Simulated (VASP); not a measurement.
# Al8H in VASP: further runs

Al8H is run at these levels: PBE; tasks: single point.

Everything below comes from runs of VASP 6.6.1. Logs are shortened: lines on timing, memory, paths and dates and some standing lists are left out, and cuts for length are marked.

### 1 The cell of the first run

The cell holds a slab with vacuum, 18 atoms: a = 5.714 Å, b = 8.081 Å, c = 22.244 Å, α = 90.00°, β = 90.00°, γ = 90.00°.

### 2 Single point, PBE

File INCAR:

```
  PREC = Accurate
  ENCUT = 520
  EDIFF = 1E-6
  ISMEAR = 0
  SIGMA = 0.1
  LREAL = Auto
  LASPH = T
  NELM = 60
  ALGO = Normal
  ISIF = 2
  LWAVE = F
  LCHARG = T
  LDIPOL = T
  IDIPOL = 3
  DIPOL = 0.5 0.5 0.289
  GGA = PE
  LELF = T
  LVHAR = T
  LVACPOTAV = T
  NBANDS = 40
```

File KPOINTS:

```
Automatic mesh
0
Gamma
  5 4 1
```

File POSCAR:

```
Al8H
1.0
    5.7143028096      0.0000000000      0.0000000000
    0.0000000000      8.0812445328      0.0000000000
    0.0000000000      0.0000000000     22.2437981863
Al H
16 2
Direct
    0.2500000000      0.2500000000      0.1798254042
    0.2500000000      0.7500000000      0.1798254042
    0.7500000000      0.2500000000      0.1798254042
    0.7500000000      0.7500000000      0.1798254042
    0.0000000000      0.0000000000      0.2440489550
    0.0000000000      0.5000000000      0.2440489550
    0.5000000000      0.0000000000      0.2440489550
    0.5000000000      0.5000000000      0.2440489550
    0.2500000000      0.2500000000      0.3102692916
    0.2500000000      0.7500000000      0.3102692916
    0.7500000000      0.2500000000      0.3102692916
    0.7500000000      0.7500000000      0.3102692916
    0.0000000000      0.0000000000      0.3706110853
    0.0000000000      0.5000000000      0.3706110853
    0.5000000000      0.0000000000      0.3706110853
    0.5000000000      0.5000000000      0.3706110853
    0.7500000000     -0.0924981291      0.3908414432
    0.7500000000      0.0924981291      0.3908414432
```

Potentials or basis: VASP PAW PBE potentials, release 64 (Al, H).

Started as:

```sh
$ cat potpaw_PBE.64/Al/POTCAR potpaw_PBE.64/H/POTCAR > POTCAR
$ mpirun -np 1 vasp_std > vasp.out
```

OUTCAR:

```text
PREC = Accurate
   ENCUT = 520
   EDIFF = 1E-6
   ISMEAR = 0
   LREAL = Auto
   LASPH = T
   NELM = 60
   ISIF = 2
   GGA = PE

 ion  position               nearest neighbor table
   1  0.250  0.250  0.180-   3 2.86   3 2.86   6 2.86   7 2.86   8 2.86   5 2.86   9 2.90
   2  0.250  0.750  0.180-   4 2.86   4 2.86   6 2.86   7 2.86   8 2.86   5 2.86  10 2.90
   3  0.750  0.250  0.180-   1 2.86   1 2.86   6 2.86   7 2.86   8 2.86   5 2.86  11 2.90
   4  0.750  0.750  0.180-   2 2.86   2 2.86   6 2.86   7 2.86   8 2.86   5 2.86  12 2.90
   5  0.000  0.000  0.244-  13 2.82   7 2.86   7 2.86   4 2.86   1 2.86   2 2.86   3 2.86  11 2.88
                            12 2.88   9 2.88  10 2.88
   6  0.000  0.500  0.244-  14 2.82   8 2.86   8 2.86   4 2.86   1 2.86   2 2.86   3 2.86  11 2.88
                            12 2.88   9 2.88  10 2.88
   7  0.500  0.000  0.244-  15 2.82   5 2.86   5 2.86   4 2.86   1 2.86   2 2.86   3 2.86  11 2.88
                            12 2.88   9 2.88  10 2.88
   8  0.500  0.500  0.244-  16 2.82   6 2.86   6 2.86   4 2.86   1 2.86   2 2.86   3 2.86  11 2.88
                            12 2.88   9 2.88  10 2.88
   9  0.250  0.250  0.310-  13 2.81  14 2.81  15 2.81  16 2.81  11 2.86  11 2.86   7 2.88   8 2.88
                             5 2.88   6 2.88   1 2.90
  10  0.250  0.750  0.310-  13 2.81  14 2.81  15 2.81  16 2.81  12 2.86  12 2.86   7 2.88   8 2.88
                             5 2.88   6 2.88   2 2.90
  11  0.750  0.250  0.310-  13 2.81  14 2.81  15 2.81  16 2.81   9 2.86   9 2.86   7 2.88   8 2.88
                             5 2.88   6 2.88   3 2.90
  12  0.750  0.750  0.310-  13 2.81  14 2.81  15 2.81  16 2.81  10 2.86  10 2.86   7 2.88   8 2.88
                             5 2.88   6 2.88   4 2.90
  13  0.000  0.000  0.371-  17 1.67  18 1.67  11 2.81  12 2.81   9 2.81  10 2.81   5 2.82  15 2.86
                            15 2.86
  14  0.000  0.500  0.371-   9 2.81  10 2.81  11 2.81  12 2.81   6 2.82  16 2.86  16 2.86
  15  0.500  0.000  0.371-  17 1.67  18 1.67  11 2.81  12 2.81   9 2.81  10 2.81   7 2.82  13 2.86
                            13 2.86
  16  0.500  0.500  0.371-   9 2.81  10 2.81  11 2.81  12 2.81   8 2.82  14 2.86  14 2.86
  17  0.750  0.908  0.391-  13 1.67  15 1.67
  18  0.750  0.092  0.391-  13 1.67  15 1.67

  LATTYP: Found a simple orthorhombic cell.
 ALAT       =     5.7143028096
 B/A-ratio  =     1.4142135624
 C/A-ratio  =     3.8926530370

  Lattice vectors:

 A1 = (   5.7143028096,   0.0000000000,   0.0000000000)
 A2 = (   0.0000000000,   8.0812445328,   0.0000000000)
 A3 = (   0.0000000000,   0.0000000000,  22.2437981863)

Analysis of symmetry for initial positions (statically):
=====================================================================
 Subroutine PRICEL returns:
 Original cell was already a primitive cell.

 Routine SETGRP: Setting up the symmetry group for a
 simple orthorhombic supercell.

 Subroutine GETGRP returns: Found  4 space group operations
 (whereof  2 operations were pure point group operations)
 out of a pool of  8 trial point group operations.

The static configuration has the point symmetry C_1h.
 The point group associated with its full space group is C_2v.

Analysis of symmetry for dynamics (positions and initial velocities):
=====================================================================
 Subroutine PRICEL returns:
 Original cell was already a primitive cell.

 Routine SETGRP: Setting up the symmetry group for a
 simple orthorhombic supercell.

 Subroutine GETGRP returns: Found  4 space group operations
 (whereof  2 operations were pure point group operations)
 out of a pool of  8 trial point group operations.

The dynamic configuration has the point symmetry C_1h.
 The point group associated with its full space group is C_2v.

 Subroutine INISYM returns: Found  4 space group operations
 (whereof  2 operations are pure point group operations),
 and found     1 'primitive' translations

----------------------------------------------------------------------------------------

                                     Primitive cell

  volume of cell :    1027.1892

  direct lattice vectors                    reciprocal lattice vectors
     5.714302810  0.000000000  0.000000000     0.174999476  0.000000000  0.000000000
     0.000000000  8.081244533  0.000000000     0.000000000  0.123743317  0.000000000
     0.000000000  0.000000000 22.243798186     0.000000000  0.000000000  0.044956351

  length of vectors
     5.714302810  8.081244533 22.243798186     0.174999476  0.123743317  0.044956351
[... 54 lines left out ...]
     0.000000000  0.030935829  0.000000000     0.000000000  0.250000000  0.000000000
     0.000000000  0.000000000  0.044956351     0.000000000  0.000000000  1.000000000

  Length of vectors
     0.034999895  0.030935829  0.044956351

  Shift w.r.t. Gamma in fractional coordinates (k-lattice)
     0.000000000  0.000000000  0.000000000

 Subroutine IBZKPT returns following result:
 ===========================================

 Found      9 irreducible k-points:

 Following reciprocal coordinates:
            Coordinates               Weight
  0.000000  0.000000  0.000000      1.000000
  0.200000  0.000000  0.000000      2.000000
  0.400000  0.000000  0.000000      2.000000
  0.000000  0.250000  0.000000      2.000000
  0.200000  0.250000  0.000000      4.000000
  0.400000  0.250000  0.000000      4.000000
  0.000000  0.500000  0.000000      1.000000
  0.200000  0.500000  0.000000      2.000000
  0.400000  0.500000  0.000000      2.000000
   k-points           NKPTS =      9   k-points in BZ     NKDIM =      9   number of bands    NBANDS=     40
   number of dos      NEDOS =    301   number of ions     NIONS =     18
   total plane-waves  NPLWV = 423360
   dimension x,y,z NGX =    42 NGY =   60 NGZ =  168
   dimension x,y,z NGXF=    84 NGYF=  120 NGZF=  336
   ions per type =              16   2
   NGX,Y,Z   is equivalent  to a cutoff of  12.22, 12.34, 12.56 a.u.
   NGXF,Y,Z  is equivalent  to a cutoff of  24.44, 24.69, 25.11 a.u.
 SYSTEM =  unknown system
   PREC   = accura    normal or accurate (medium, high low for compatibility)
   ISTART =      0    job   : 0-new  1-cont  2-samecut
   ICHARG =      2    charge: 1-file 2-atom 10-const
   ISPIN  =      1    spin polarized calculation?
   LNONCOLLINEAR =      F non collinear calculations
   LSORBIT =      F    spin-orbit coupling
   LASPH  =      T    aspherical Exc in radial PAW
   ENCUT  =  520.0 eV  38.22 Ry    6.18 a.u.  10.62 15.03 41.36*2*pi/ulx,y,z
   NELM   =     60;   NELMIN=  2; NELMDL= -5     # of ELM steps
   EDIFF  = 0.1E-05   stopping-criterion for ELM
   LREAL  =      T    real-space projection
   EDIFFG = 0.1E-04   stopping-criterion for IOM
   NSW    =      0    number of steps for IOM
   IBRION =     -1    ionic relax: 0-MD 1-quasi-New 2-CG
   NFREE  =      0    steps in history (QN), initial steepest desc. (CG)
   ISIF   =      2    stress and relaxation
   ISYM   =      2    0-nonsym 1-usesym 2-fastsym
   POTIM  = 0.5000    time-step for ionic-motion
   TEBEG  =    0.0;   TEEND  =   0.0 temperature during run
   PSTRESS=    0.0 pullay stress
   NELECT =      50.0000    total number of electrons
   NUPDOWN=      -1.0000    fix difference up-down
   EMIN   =  10.00;   EMAX   =-10.00  energy-range for DOS
   EFERMI =   0.00;   METHOD = LEGACY
   ISMEAR =     0;   SIGMA  =   0.10  broadening in eV -4-tet -1-fermi 0-gaus
   EFERMI_NEDOS =   21; number of points for ismear=-14 and -15
   IALGO  =     38    algorithm
   IMIX   =      4    mixing-type and parameters
     AMIX     =   0.40;   BMIX     =  1.00
     AMIX_MAG =   1.60;   BMIX_MAG =  1.00
  volume/ion in A,a.u.               =      57.07       385.10
  Fermi-wavevector in a.u.,A,eV,Ry     =   0.597743  1.129571  4.861321  0.357297
  Thomas-Fermi vector in A             =   1.648585
   LORBIT       =      0    0 simple, 1 ext, 2 COOP (PROOUT), +10 PAW based schemes
   GGA     = PE    functional components
   LHFCALC =     F    Hartree Fock is set to
   AEXX    =    0.0000 exact exchange contribution
   IVDW    =     0    specifies the selected vdW correction
   LEPSILON=     F    determine dielectric tensor
   LRPA    =     F    only Hartree local field effects (RPA)
 non-spin polarized calculation
 Gauss-broadening in eV      SIGMA  =   0.10
  energy-cutoff  :      520.00
  volume of cell :     1027.19
 maximum number of plane-waves:     27706
   NGX = 21   NGY = 31   NGZ = 83

 dipolmoment           0.000000      0.000000      0.034517 electrons x Angstroem

 number of electron      49.9999997 magnetization

 dipolmoment           0.000000      0.000000     -0.026106 electrons x Angstroem

 Free energy of the ion-electron system (eV)
  ---------------------------------------------------
  ext. energy  EPLUGINS =         0.00000000
  ---------------------------------------------------
  free energy    TOTEN  =       -59.95778241 eV

  energy without entropy =      -59.91839447  energy(sigma->0) =      -59.93808844

 E-fermi :  -0.8116     XC(G=0):  -3.5809

 val. band max:       -0.8453414151   @ k =   0.4000   0.0000   0.0000
 cond. band min:      -0.7776996021   @ k =   0.4000   0.0000   0.0000
 fundamental gap:      0.0676418130
 Fermi energy:        -0.8115786427

 k-point     1 :       0.0000    0.0000    0.0000
  band No.  band energies     occupation
      1     -11.5951      2.00000
      2     -10.2840      2.00000
      3      -8.8804      2.00000
      4      -8.7852      2.00000
      5      -7.8026      2.00000
      6      -6.7994      2.00000
[... 349 lines left out ...]
     36       1.7621      0.00000
     37       2.1836      0.00000
 [bands above 37 left out]

------------------------ aborting loop because EDIFF is reached ----------------------------------------

  FORCE on cell =-STRESS in cart. coord.  units (eV):
  Direction    XX          YY          ZZ          XY          YZ          ZX
  --------------------------------------------------------------------------------------
  -------------------------------------------------------------------------------------
  Total       -6.4735239      0.8652781     -1.4478380      0.0000000      0.0000000      0.0000000
  in kB      -10.0971984      1.3496335     -2.2582921      0.0000000      0.0000000      0.0000000
  external PRESSURE =      -3.6686190 kB  Pullay stress =       0.0000000 kB

 VOLUME and BASIS-vectors are now :
 -----------------------------------------------------------------------------
  energy-cutoff  :      520.00
  volume of cell :     1027.19
      direct lattice vectors                 reciprocal lattice vectors
     5.714302810  0.000000000  0.000000000     0.174999476  0.000000000  0.000000000
     0.000000000  8.081244533  0.000000000     0.000000000  0.123743317  0.000000000
     0.000000000  0.000000000 22.243798186     0.000000000  0.000000000  0.044956351

 POSITION                                       TOTAL-FORCE (eV/Angst)
 -----------------------------------------------------------------------------------
      1.42858      2.02031      4.00000         0.000000     -0.010685      0.276526
      1.42858      6.06093      4.00000         0.000000      0.010685      0.276526
      4.28573      2.02031      4.00000         0.000000     -0.006672      0.227217
      4.28573      6.06093      4.00000         0.000000      0.006672      0.227217
      0.00000      0.00000      5.42858         0.106088      0.000000     -0.122799
      0.00000      4.04062      5.42858         0.009005      0.000000     -0.318862
[... 10 lines left out ...]
      4.28573      7.33374      8.69380         0.000000     -2.414871      0.384921
      4.28573      0.74750      8.69380         0.000000      2.414871      0.384921
 -----------------------------------------------------------------------------------
    total drift:                               -0.000000      0.000000     -0.014978

  FREE ENERGIE OF THE ION-ELECTRON SYSTEM (eV)
  ---------------------------------------------------
  free  energy   TOTEN  =       -59.9577824086 eV

  energy  without entropy=      -59.9183944703  energy(sigma->0) =      -59.93808844

 vacuum level on the upper side and lower side of the slab         3.129         3.231
```

Run time: 7.8 min. Hardware: 1 thread of Intel Xeon 6975P-C (Granite Rapids), shared host; peak memory 0.89 GiB.

Results:

| Property | Result |
| --- | --- |
| Free energy | -59.9578 eV |
| Largest force | 2.445 eV/Å |
| Band gap on the k mesh | zero (bands 25 and 26 overlap by 0.45 eV) |

Forces on the atoms (eV/Å):
```
Al   0.000 -0.011  0.277
Al   0.000  0.011  0.277
Al   0.000 -0.007  0.227
Al   0.000  0.007  0.227
Al   0.106  0.000 -0.123
Al   0.009  0.000 -0.319
Al  -0.106  0.000 -0.123
Al  -0.009  0.000 -0.319
Al   0.000  0.020 -0.061
Al   0.000 -0.020 -0.061
Al   0.000  0.079  0.049
Al   0.000 -0.079  0.049
Al   1.862  0.000 -0.422
Al  -0.088  0.000 -0.013
Al  -1.862  0.000 -0.422
Al   0.088  0.000 -0.013
H    0.000 -2.415  0.385
H    0.000  2.415  0.385
```

Levels at points of the mesh, in eV from the Fermi level:
```
           k point  band 23  band 24  band 25  band 26  band 27  band 28
(0.00, 0.00, 0.00)    -0.87    -0.60    -0.43    -0.29    -0.28     0.71
(0.00, 0.50, 0.00)    -0.97    -0.89    -0.36    -0.32    -0.07     0.22
```

[end of part 1 of 3]

The gap in the log of VASP goes by the Fermi energy; the results here count the filled bands.